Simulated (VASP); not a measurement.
Wanted: the native input for a VASP 6.6.1 run.

```
Task                   : single point
Functional             : RPBE
Dispersion             : D3(BJ)
Potentials or basis    : VASP PAW PBE potentials, release 64 (Ba_sv, Ti_sv, O)
Cutoff                 : 520 eV
k mesh                 : 7 × 7 × 7
Occupations            : fermi-dirac, width 0.05 eV
Spin                   : no spin polarisation
Dipole correction      : no
Further INCAR settings : ALGO = Normal; EDIFF = 1e-06; NBANDS = 28
```

The structure of BaTiO3 lies in POSCAR:

```
BaTiO3
1.0
    3.9998000000      0.0000000000      0.0000000000
    0.0000000000      3.9998000000      0.0000000000
    0.0000000000      0.0000000000      4.0180000000
Ba Ti O
1 1 3
Direct
    0.0000000000      0.0000000000      0.0000000000
    0.5000000000      0.5000000000      0.4900000000
    0.0000000000      0.5000000000      0.5170000000
    0.5000000000      0.0000000000      0.5170000000
    0.5000000000      0.5000000000      0.0190000000
```

The input as run:

INCAR

```
PREC     = Accurate       # precision mode
ENCUT    = 520            # plane-wave cutoff, eV
EDIFF    = 1E-6           # SCF threshold, eV
ISMEAR   = -1             # smearing method
SIGMA    = 0.05           # smearing width, eV
LREAL    = False          # projectors in reciprocal space
LASPH    = True           # aspherical terms in the spheres
NELM     = 60             # most SCF steps
ALGO     = Normal         # electronic algorithm
ISIF     = 2              # what is computed and relaxed
LWAVE    = False          # write WAVECAR
LCHARG   = False          # write CHGCAR
GGA      = RP             # functional
IVDW     = 12             # dispersion correction
NBANDS   = 28             # bands
```

KPOINTS

```
regular mesh
0
Gamma
  7 7 7
```

Potentials or basis: VASP PAW PBE potentials, release 64 (Ba_sv, Ti_sv, O).

The run is started by

```bash
$ cat potpaw_PBE.64/Ba_sv/POTCAR potpaw_PBE.64/Ti_sv/POTCAR potpaw_PBE.64/O/POTCAR > POTCAR
$ mpirun -np 1 vasp_std > vasp.out
```

Results of the run:

| Property | Result |
| --- | --- |
| Pressure | -17.4 GPa |
| Largest force | 0.238 eV/Å |
| Band gap on the k mesh | 1.90 eV, indirect (least direct gap 2.10 eV) |
| Dispersion energy per atom | -1.590 eV |

Caveat: the PAW data sets were made with another functional, which shifts forces and pressure a little; spin-orbit coupling is left out, which moves the levels of the heavy elements.

Wall time 36 s on 1 thread of Intel(R) Xeon(R) 6975P-C (Granite Rapids) (shared host), peak memory 0.23 GiB.
